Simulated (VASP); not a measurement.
# CoSi2 (Fm-3m) in VASP: a series of runs

The runs below take CoSi2 through single point, with PBEsol.

Program: VASP 6.6.1. These are calculated values, not measurements. Logs are shortened: lines on timing, memory, paths and dates and some standing lists are left out, and cuts for length are marked.

## (1) The cell of the first run

It takes space group Fm-3m (No. 225, cubic). Conventional cell: a = 5.313 Å, b = 5.313 Å, c = 5.313 Å, α = 90.00°, β = 90.00°, γ = 90.00°. Within 3.0 Å of Co (site symmetry m-3m) lie 8 Si at 2.30 Å. Within 3.0 Å of Si (site symmetry -43m) lie 4 Co at 2.30 Å and 6 Si at 2.66 Å.

## (2) Single point, PBEsol, collinear spin, ferromagnetic start (12.50 Å³/atom)

Contents of INCAR:

```
SYSTEM = CoSi2
PREC = Accurate ; ENCUT = 520
EDIFF = 1E-7 ; ISMEAR = 0
SIGMA = 0.15 ; LREAL = .False.
LASPH = .True. ; NELM = 150
ALGO = Normal ; ISIF = 2
LWAVE = .False. ; LCHARG = .False.
ISPIN = 2 ; MAGMOM = 0.825 0 0
LORBIT = 11 ; NUPDOWN = 0.825
LMAXMIX = 4 ; GGA = PS
NBANDS = 20
```

Contents of KPOINTS:

```
regular mesh
0
Gamma
  14 14 14
  0 0 0
```

Contents of POSCAR:

```
CoSi2
1.0
    0.0000000000      2.6563531747      2.6563531747
    2.6563531747      0.0000000000      2.6563531747
    2.6563531747      2.6563531747      0.0000000000
Co Si
1 2
Direct
    0.0000000000      0.0000000000      0.0000000000
    0.2500000000      0.2500000000      0.2500000000
    0.7500000000      0.7500000000      0.7500000000
```

Potentials or basis: VASP PAW PBE potentials, release 64 (Co, Si).

The run is started by

```bash
$ cat potpaw_PBE.64/Co/POTCAR potpaw_PBE.64/Si/POTCAR > POTCAR
$ mpirun -np 1 vasp_std > vasp.out
```

OUTCAR:

```text
SYSTEM = CoSi2
   PREC = Accurate
   ENCUT = 520
   EDIFF = 1E-7
   ISMEAR = 0
   LREAL = .False.
   LASPH = .True.
   NELM = 150
   ISIF = 2
   ISPIN = 2
   LORBIT = 11
   NUPDOWN = 0.825
   GGA = PS

 ion  position               nearest neighbor table
   1  0.000  0.000  0.000-   3 2.30   3 2.30   3 2.30   2 2.30   3 2.30   2 2.30   2 2.30   2 2.30

   2  0.250  0.250  0.250-   1 2.30   1 2.30   1 2.30   1 2.30   3 2.66   3 2.66   3 2.66   3 2.66
                             3 2.66   3 2.66
   3  0.750  0.750  0.750-   1 2.30   1 2.30   1 2.30   1 2.30   2 2.66   2 2.66   2 2.66   2 2.66
                             2 2.66   2 2.66

  LATTYP: Found a face centered cubic cell.
 ALAT       =     5.3127063494

  Lattice vectors:

 A1 = (   0.0000000000,   2.6563531747,   2.6563531747)
 A2 = (   2.6563531747,   0.0000000000,   2.6563531747)
 A3 = (   2.6563531747,   2.6563531747,   0.0000000000)

Analysis of symmetry for initial positions (statically):
=====================================================================
 Subroutine PRICEL returns:
 Original cell was already a primitive cell.

 Routine SETGRP: Setting up the symmetry group for a
 face centered cubic supercell.

 Subroutine GETGRP returns: Found 48 space group operations
 (whereof 48 operations were pure point group operations)
 out of a pool of 48 trial point group operations.

The static configuration has the point symmetry O_h .

Analysis of symmetry for dynamics (positions and initial velocities):
=====================================================================
 Subroutine PRICEL returns:
 Original cell was already a primitive cell.

 Routine SETGRP: Setting up the symmetry group for a
 face centered cubic supercell.

 Subroutine GETGRP returns: Found 48 space group operations
 (whereof 48 operations were pure point group operations)
 out of a pool of 48 trial point group operations.

The dynamic configuration has the point symmetry O_h .

Analysis of structural, dynamic, and magnetic symmetry:
=====================================================================
 Subroutine PRICEL returns:
 Original cell was already a primitive cell.

 Routine SETGRP: Setting up the symmetry group for a
 face centered cubic supercell.

 Subroutine GETGRP returns: Found 48 space group operations
 (whereof 48 operations were pure point group operations)
 out of a pool of 48 trial point group operations.

The overall configuration has the point symmetry O_h .

 Subroutine INISYM returns: Found 48 space group operations
 (whereof 48 operations are pure point group operations),
 and found     1 'primitive' translations

----------------------------------------------------------------------------------------

                                     Primitive cell

  volume of cell :      37.4876

  direct lattice vectors                    reciprocal lattice vectors
     0.000000000  2.656353175  2.656353175    -0.188227983  0.188227983  0.188227983
     2.656353175  0.000000000  2.656353175     0.188227983 -0.188227983  0.188227983
     2.656353175  2.656353175  0.000000000     0.188227983  0.188227983 -0.188227983

  length of vectors
     3.756650686  3.756650686  3.756650686     0.326020430  0.326020430  0.326020430

  position of ions in fractional coordinates (direct lattice)
     0.000000000  0.000000000  0.000000000
     0.250000000  0.250000000  0.250000000
     0.750000000  0.750000000  0.750000000

  ion indices of the primitive-cell ions
   primitive index   ion index
                 1           1
                 2           2
                 3           3

----------------------------------------------------------------------------------------

 KPOINTS: regular mesh

Automatic generation of k-mesh.
 Grid dimensions read from file:
 generate k-points for:   14   14   14

 Generating k-lattice:

  Cartesian coordinates                     Fractional coordinates (reciprocal lattice)
    -0.013444856  0.013444856  0.013444856     0.071428571  0.000000000  0.000000000
     0.013444856 -0.013444856  0.013444856     0.000000000  0.071428571  0.000000000
     0.013444856  0.013444856 -0.013444856     0.000000000  0.000000000  0.071428571

  Length of vectors
     0.023287174  0.023287174  0.023287174

  Shift w.r.t. Gamma in fractional coordinates (k-lattice)
     0.000000000  0.000000000  0.000000000

 Subroutine IBZKPT returns following result:
 ===========================================

 Found    104 irreducible k-points:

 Following reciprocal coordinates:
            Coordinates               Weight
  0.000000  0.000000  0.000000      1.000000
  0.071429  0.000000  0.000000      8.000000
  0.142857  0.000000  0.000000      8.000000
  0.214286  0.000000  0.000000      8.000000
  0.285714  0.000000  0.000000      8.000000
  0.357143  0.000000  0.000000      8.000000
[... 16 lines left out ...]
  0.214286  0.142857  0.000000     24.000000
  0.285714  0.142857  0.000000     24.000000
 [... further k-points ...]
   k-points           NKPTS =    104   k-points in BZ     NKDIM =    104   number of bands    NBANDS=     20
   number of dos      NEDOS =    301   number of ions     NIONS =      3
   total plane-waves  NPLWV =  21952
   dimension x,y,z NGX =    28 NGY =   28 NGZ =   28
   dimension x,y,z NGXF=    56 NGYF=   56 NGZF=   56
   ions per type =               1   2
   NGX,Y,Z   is equivalent  to a cutoff of  12.39, 12.39, 12.39 a.u.
   NGXF,Y,Z  is equivalent  to a cutoff of  24.78, 24.78, 24.78 a.u.
 SYSTEM =  CoSi2
   PREC   = accura    normal or accurate (medium, high low for compatibility)
   ISTART =      0    job   : 0-new  1-cont  2-samecut
   ICHARG =      2    charge: 1-file 2-atom 10-const
   ISPIN  =      2    spin polarized calculation?
   LNONCOLLINEAR =      F non collinear calculations
   LSORBIT =      F    spin-orbit coupling
   LASPH  =      T    aspherical Exc in radial PAW
   ENCUT  =  520.0 eV  38.22 Ry    6.18 a.u.   6.98  6.98  6.98*2*pi/ulx,y,z
   NELM   =    150;   NELMIN=  2; NELMDL= -5     # of ELM steps
   EDIFF  = 0.1E-06   stopping-criterion for ELM
   LREAL  =      F    real-space projection
   EDIFFG = 0.1E-05   stopping-criterion for IOM
   NSW    =      0    number of steps for IOM
   IBRION =     -1    ionic relax: 0-MD 1-quasi-New 2-CG
   NFREE  =      0    steps in history (QN), initial steepest desc. (CG)
   ISIF   =      2    stress and relaxation
   ISYM   =      2    0-nonsym 1-usesym 2-fastsym
   POTIM  = 0.5000    time-step for ionic-motion
   TEBEG  =    0.0;   TEEND  =   0.0 temperature during run
   PSTRESS=    0.0 pullay stress
   NELECT =      17.0000    total number of electrons
   NUPDOWN=       0.8250    fix difference up-down
   EMIN   =  10.00;   EMAX   =-10.00  energy-range for DOS
   EFERMI =   0.00;   METHOD = LEGACY
   ISMEAR =     0;   SIGMA  =   0.15  broadening in eV -4-tet -1-fermi 0-gaus
   EFERMI_NEDOS =   21; number of points for ismear=-14 and -15
   IALGO  =     38    algorithm
   IMIX   =      4    mixing-type and parameters
     AMIX     =   0.40;   BMIX     =  1.00
     AMIX_MAG =   1.60;   BMIX_MAG =  1.00
  volume/ion in A,a.u.               =      12.50        84.33
  Fermi-wavevector in a.u.,A,eV,Ry     =   1.257753  2.376808 21.523632  1.581942
  Thomas-Fermi vector in A             =   2.391396
   LORBIT       =     11    0 simple, 1 ext, 2 COOP (PROOUT), +10 PAW based schemes
   GGA     = PS    functional components
   LHFCALC =     F    Hartree Fock is set to
   AEXX    =    0.0000 exact exchange contribution
   IVDW    =     0    specifies the selected vdW correction
   LEPSILON=     F    determine dielectric tensor
   LRPA    =     F    only Hartree local field effects (RPA)
 spin polarized calculation
 Gauss-broadening in eV      SIGMA  =   0.15
  energy-cutoff  :      520.00
  volume of cell :       37.49
 maximum number of plane-waves:      1026
   NGX = 13   NGY = 13   NGZ = 13

 number of electron      17.0000005 magnetization       0.8250000

 Free energy of the ion-electron system (eV)
  ---------------------------------------------------
  ext. energy  EPLUGINS =         0.00000000
  ---------------------------------------------------
  free energy    TOTEN  =       -20.67472363 eV

  energy without entropy =      -20.65837832  energy(sigma->0) =      -20.66655097

 E-fermi :   9.9078     XC(G=0): -11.9667

 val. band max:       11.6327997477   @ k =   0.2143   0.2143   0.0000
 cond. band min:       9.9174659883   @ k =  -0.4286   0.1429   0.0714
 fundamental gap:     -1.7153337594
 Fermi energy:        11.6944795714

 spin component 1

 k-point     1 :       0.0000    0.0000    0.0000
  band No.  band energies     occupation
      1      -3.0731      1.00000
      2       5.9604      1.00000
      3       5.9604      1.00000
      4       5.9604      1.00000
      5       8.0776      1.00000
      6       8.0776      1.00000
[... 12 lines left out ...]
     19      20.7258      0.00000
     20      25.5785      0.00000
[... 507 lines left out ...]
 k-point    24 :       0.2857    0.1429    0.0000
  band No.  band energies     occupation
      1      -1.9299      1.00000
      2       4.2813      1.00000
      3       6.1183      1.00000
      4       6.1815      1.00000
      5       7.2974      1.00000
      6       8.2590      1.00000
[... 12 lines left out ...]
     19      25.0015      0.00000
     20      27.1458      0.00000

 [... further k-points ...]

 spin component 2

 k-point     1 :       0.0000    0.0000    0.0000
  band No.  band energies     occupation
      1      -2.8764      1.00000
      2       6.2593      1.00000
      3       6.2593      1.00000
      4       6.2593      1.00000
      5       8.4880      1.00000
      6       8.4880      1.00000
[... 12 lines left out ...]
     19      20.8161      0.00000
     20      25.7885      0.00000
[... 507 lines left out ...]
 k-point    24 :       0.2857    0.1429    0.0000
  band No.  band energies     occupation
      1      -1.7327      1.00000
      2       4.5217      1.00000
      3       6.4011      1.00000
      4       6.4731      1.00000
      5       7.6293      1.00000
      6       8.6737      1.00000
[... 12 lines left out ...]
     19      25.1386      0.00000
     20      27.3597      0.00000

 [... further k-points ...]
[... 5 lines left out ...]
  --------------------------------------------------------------------------------------
  -------------------------------------------------------------------------------------
  Total        0.5844780      0.5844780      0.5844780     -0.0000000     -0.0000000      0.0000000
  in kB       24.9799361     24.9799361     24.9799361     -0.0000000     -0.0000000      0.0000000
  external PRESSURE =      24.9799361 kB  Pullay stress =       0.0000000 kB

 VOLUME and BASIS-vectors are now :
 -----------------------------------------------------------------------------
  energy-cutoff  :      520.00
  volume of cell :       37.49
      direct lattice vectors                 reciprocal lattice vectors
     0.000000000  2.656353175  2.656353175    -0.188227983  0.188227983  0.188227983
     2.656353175  0.000000000  2.656353175     0.188227983 -0.188227983  0.188227983
     2.656353175  2.656353175  0.000000000     0.188227983  0.188227983 -0.188227983

 POSITION                                       TOTAL-FORCE (eV/Angst)
 -----------------------------------------------------------------------------------
      0.00000      0.00000      0.00000        -0.000000     -0.000000     -0.000000
      1.32818      1.32818      1.32818        -0.000000     -0.000000      0.000000
      3.98453      3.98453      3.98453         0.000000      0.000000     -0.000000
 -----------------------------------------------------------------------------------
    total drift:                               -0.000000     -0.000000      0.000000

  FREE ENERGIE OF THE ION-ELECTRON SYSTEM (eV)
  ---------------------------------------------------
  free  energy   TOTEN  =       -20.6747236287 eV

  energy  without entropy=      -20.6583783151  energy(sigma->0) =      -20.66655097

 total charge

# of ion       s       p       d       tot
------------------------------------------
    1        0.557   0.762   7.605   8.924
    2        0.723   0.886   0.000   1.608
    3        0.723   0.886   0.000   1.608
--------------------------------------------------
tot          2.002   2.533   7.605  12.140

 magnetization (x)

# of ion       s       p       d       tot
------------------------------------------
    1        0.010   0.109   0.378   0.496
    2        0.011   0.054   0.000   0.065
    3        0.011   0.054   0.000   0.065
--------------------------------------------------
tot          0.031   0.217   0.378   0.626
```

Wall time 2.4 min (1 thread of Intel Xeon Platinum 8375C at 2.90GHz (Ice Lake), shared host); peak memory 0.25 GiB.

What came out:

- Free energy: -20.6747 eV
- Pressure: 2.5 GPa
- Net moment: 0.82 μB per cell
- Site moments: Co +0.50; Si +0.07 μB
- Valence electrons inside the program's atomic spheres: Co 8.92; Si 1.61

Caveat: the PAW data sets were made with another functional, which shifts forces and pressure a little; the total moment is fixed, so each spin has its own Fermi level.

## (3) Single point, PBEsol, collinear spin, ferromagnetic start (13.99 Å³/atom)

This run uses another cell than the first one, of 13.99 Å³/atom.

Contents of INCAR:

```
SYSTEM = CoSi2
ALGO = Normal
EDIFF = 1E-6
ENCUT = 520
GGA = PS
ISIF = 2
ISMEAR = 0
ISPIN = 2
LASPH = .TRUE.
LCHARG = .TRUE.
LELF = .TRUE.
LMAXMIX = 4
LORBIT = 11
LREAL = .FALSE.
LVHAR = .TRUE.
LWAVE = .FALSE.
MAGMOM = 1.1 0 0
NBANDS = 20
NELM = 150
NUPDOWN = 1.1
PREC = Accurate
SIGMA = 0.15
```

Contents of KPOINTS:

```
k-points
0
G
  14 14 14
  0 0 0
```

Contents of POSCAR:

```
CoSi2
1.0
    0.0000000000      2.7585956939      2.7585956939
    2.7585956939      0.0000000000      2.7585956939
    2.7585956939      2.7585956939      0.0000000000
Co Si
1 2
Direct
    0.0000000000      0.0000000000      0.0000000000
    0.2500000000      0.2500000000      0.2500000000
    0.7500000000      0.7500000000      0.7500000000
```

Potentials or basis: VASP PAW PBE potentials, release 64 (Co, Si).

The run is started by

```bash
$ cat potpaw_PBE.64/Co/POTCAR potpaw_PBE.64/Si/POTCAR > POTCAR
$ mpirun -np 1 vasp_std > vasp.out
```

OUTCAR:

```text
SYSTEM = CoSi2
   EDIFF = 1E-6
   ENCUT = 520
   GGA = PS
   ISIF = 2
   ISMEAR = 0
   ISPIN = 2
   LASPH = .TRUE.
   LORBIT = 11
   LREAL = .FALSE.
   NELM = 150
   NUPDOWN = 1.1
   PREC = Accurate

 ion  position               nearest neighbor table
   1  0.000  0.000  0.000-   3 2.39   2 2.39   3 2.39   2 2.39   3 2.39   3 2.39   2 2.39   2 2.39

   2  0.250  0.250  0.250-   1 2.39   1 2.39   1 2.39   1 2.39   3 2.76   3 2.76   3 2.76   3 2.76
                             3 2.76   3 2.76
   3  0.750  0.750  0.750-   1 2.39   1 2.39   1 2.39   1 2.39   2 2.76   2 2.76   2 2.76   2 2.76
                             2 2.76   2 2.76
[... 1332 lines left out ...]
  energy-cutoff  :      520.00
  volume of cell :       41.98
      direct lattice vectors                 reciprocal lattice vectors
     0.000000000  2.758595694  2.758595694    -0.181251642  0.181251642  0.181251642
     2.758595694  0.000000000  2.758595694     0.181251642 -0.181251642  0.181251642
     2.758595694  2.758595694  0.000000000     0.181251642  0.181251642 -0.181251642

 POSITION                                       TOTAL-FORCE (eV/Angst)
 -----------------------------------------------------------------------------------
      0.00000      0.00000      0.00000        -0.000000     -0.000000      0.000000
      1.37930      1.37930      1.37930        -0.000000     -0.000000      0.000000
      4.13789      4.13789      4.13789         0.000000      0.000000     -0.000000
 -----------------------------------------------------------------------------------
    total drift:                                0.000000     -0.000000     -0.000000

  FREE ENERGIE OF THE ION-ELECTRON SYSTEM (eV)
  ---------------------------------------------------
  free  energy   TOTEN  =       -20.2831651811 eV

  energy  without entropy=      -20.2585082982  energy(sigma->0) =      -20.27083674

 total charge

# of ion       s       p       d       tot
------------------------------------------
    1        0.501   0.625   7.491   8.616
    2        0.743   0.809   0.000   1.552
    3        0.743   0.809   0.000   1.552
--------------------------------------------------
tot          1.987   2.242   7.491  11.720

 magnetization (x)

# of ion       s       p       d       tot
------------------------------------------
    1        0.009   0.097   0.608   0.715
    2        0.028   0.052   0.000   0.080
    3        0.028   0.052   0.000   0.080
--------------------------------------------------
tot          0.066   0.201   0.608   0.875
```

stdout:

```text
POSCAR found type information on POSCAR CoSi
 POSCAR found :  2 types and       3 ions
 scaLAPACK will be used
 -----------------------------------------------------------------------------
|                                                                             |
|                                                                             |
|     You enforced a specific xc type in the INCAR file but a different       |
|     I HOPE YOU KNOW WHAT YOU ARE DOING!                                     |
|                                                                             |
 -----------------------------------------------------------------------------

 LDA part: xc-table for (Slater+PW92), standard interpolation
 POSCAR, INCAR and KPOINTS ok, starting setup
 FFT: planning ... GRIDC
 FFT: planning ... GRID_SOFT
 FFT: planning ... GRID
 WAVECAR not read
 entering main loop
```

It took 4.5 min on 1 thread of Intel Xeon 8259CL, shared host; peak memory 0.28 GiB.

What came out:

* Free energy: -20.2832 eV
* Pressure: -12.3 GPa
* Net moment: 1.10 μB per cell
* Site moments: Co +0.71; Si +0.08 μB
* Valence electrons inside the program's atomic spheres: Co 8.62; Si 1.55

Caveat: the cell stands under tension; the PAW data sets were made with another functional, which shifts forces and pressure a little; the total moment is fixed, so each spin has its own Fermi level.

(Continued in part 2 of 2.)
